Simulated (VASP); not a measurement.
Runs of VASP 6.6.1 on ZnO (zincite). The structure is that of space group P6_3mc (No. 186), or close to it. The cells are those of the table. 

```tsv
task	level	potentials or basis	cell	k mesh	cutoff (eV)	gap on the mesh (eV)	pressure (GPa)	largest force (eV/Å)
single point	PBEsol	VASP PAW PBE potentials, release 64 (Zn, O)	a = 3.227, b = 3.227, c = 5.171 Å, angles 90.0, 90.0, 120.0°, 4 atoms	8 × 8 × 5	600	0.71	(c)	-
electric field gradients	r2SCAN	VASP PAW PBE potentials, release 64 (Zn, O)	a = 3.249, b = 3.249, c = 5.206 Å, angles 90.0, 90.0, 120.0°, 4 atoms	8 × 8 × 5	580	1.23	-0.4	-
single point	PBEsol	VASP PAW PBE potentials, release 64 (Zn, O)	a = 3.231, b = 3.231, c = 5.212 Å, angles 90.0, 90.0, 120.0°, 4 atoms	8 × 8 × 5	600	0.69	0.5	-
electric field gradients	PBEsol	VASP PAW PBE potentials, release 64 (Zn, O)	a = 3.249, b = 3.249, c = 5.206 Å, angles 90.0, 90.0, 120.0°, 4 atoms	14 × 14 × 8	520	0.69	-0.5	0.07
single point	PBEsol	VASP PAW PBE potentials, release 64 (Zn, O)	a = 3.271, b = 3.271, c = 5.240 Å, angles 90.0, 90.0, 120.0°, 4 atoms	8 × 8 × 4	600	0.66	-3.4	-
relaxation of the atoms	PBEsol	VASP PAW PBE potentials, release 64 (Zn, O)	atoms relaxed from a = 3.227, b = 3.227, c = 5.171 Å, angles 90.0, 90.0, 120.0°, 4 atoms	8 × 8 × 5	520	0.71	2.5	0.01
electric field gradients	LDA	VASP PAW LDA potentials, release 64 (Zn, O)	a = 3.249, b = 3.249, c = 5.206 Å, angles 90.0, 90.0, 120.0°, 4 atoms	8 × 8 × 5	520	(d)	(a)	(b)
```

Alike in all rows: no spin polarisation; smearing fermi-dirac 0.02 eV.

Problem. Estimate the missing entries.

Solution. (a) -6.0; (b) 0.06; (c) 2.0; (d) 0.74.

Caveats: the PAW data sets were made with another functional, which shifts forces and pressure a little (some runs); the relaxation stopped at its first step, so nothing moved (some runs).

A k mesh can miss the band edges.
